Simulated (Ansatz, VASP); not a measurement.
## Two plane-wave programs on BaLiF3

File INCAR:

```
ALGO     = Normal         # electronic algorithm
EDIFF    = 1E-7           # SCF threshold, eV
ENCUT    = 520            # plane-wave cutoff, eV
GGA      = CA             # functional
ISIF     = 2              # what is computed and relaxed
ISMEAR   = 0              # smearing method
LASPH    = T              # aspherical terms in the spheres
LCHARG   = F              # write CHGCAR
LREAL    = F              # projectors in reciprocal space
LWAVE    = F              # write WAVECAR
NBANDS   = 25             # bands
NELM     = 100            # most SCF steps
PREC     = Accurate       # precision mode
SIGMA    = 0.05           # smearing width, eV
```

File KPOINTS:

```
k-points
0
Gamma
  6 6 6
```

The input POSCAR:

```
BaLiF3
1.0
    3.9287529154      0.0000000000      0.0000000000
    0.0000000000      3.9287529154      0.0000000000
    0.0000000000      0.0000000000      3.8689241908
Ba Li F
1 1 3
Direct
    0.0000000000      0.0000000000      0.0000000000
    0.5000000000      0.5000000000      0.5000000000
    0.0000000000      0.5000000000      0.5000000000
    0.5000000000      0.5000000000      0.0000000000
    0.5000000000      0.0000000000      0.5000000000
```

Input for Ansatz:

```yaml
crystal:
  lattice:
    - [3.9287529154, 0.0, 0.0]
    - [0.0, 3.9287529154, 0.0]
    - [0.0, 0.0, 3.8689241908]
  atoms:
    - { symbol: Ba, position: [0.0, 0.0, 0.0] }
    - { symbol: Li, position: [0.5, 0.5, 0.5] }
    - { symbol: F, position: [0.0, 0.5, 0.5] }
    - { symbol: F, position: [0.5, 0.5, 0.0] }
    - { symbol: F, position: [0.5, 0.0, 0.5] }
basis:
  ecutwfc: 420
kpoints:
  mp_grid: { grid: [6, 6, 6] }
hamiltonian:
  xc: lda
scf:
  occupations: { method: gaussian, width: 0.05 }
output:
  forces: true
  stress: true
  eigenvalues: true
```

Change from the starting cell: strain -0.015 along x and y, -0.030 along z, atoms carried along.

Alike in both runs: task single point; functional LDA; k mesh 6 × 6 × 6; occupations gaussian, width 0.05 eV; no spin polarisation.

|  | VASP | Ansatz |
| --- | --- | --- |
| version | VASP 6.6.1 | Ansatz 0.2.0 |
| potentials or method | VASP PAW LDA potentials, release 64 (Ba_sv, Li_sv, F), cutoff 520 eV | scalar-relativistic, plane waves, PAW |
| valence electrons in the cell | 34 | 34 |

Ansatz gave:

| Property | Result |
| --- | --- |
| gap on the k mesh at the Fermi level (eV) | 6.57 |
| least direct gap on the mesh (eV) | 6.57 |

Question: Which values does VASP return?

Answer: gap on the k mesh at the Fermi level (eV): 6.46; least direct gap on the mesh (eV): 6.46.

LDA's correlation is that of Perdew and Zunger in VASP and of Perdew and Wang (1992) in Ansatz.

Spin-orbit coupling is off throughout. Noted on VASP's run: the cutoff is short for stress, so the pressure is rough.
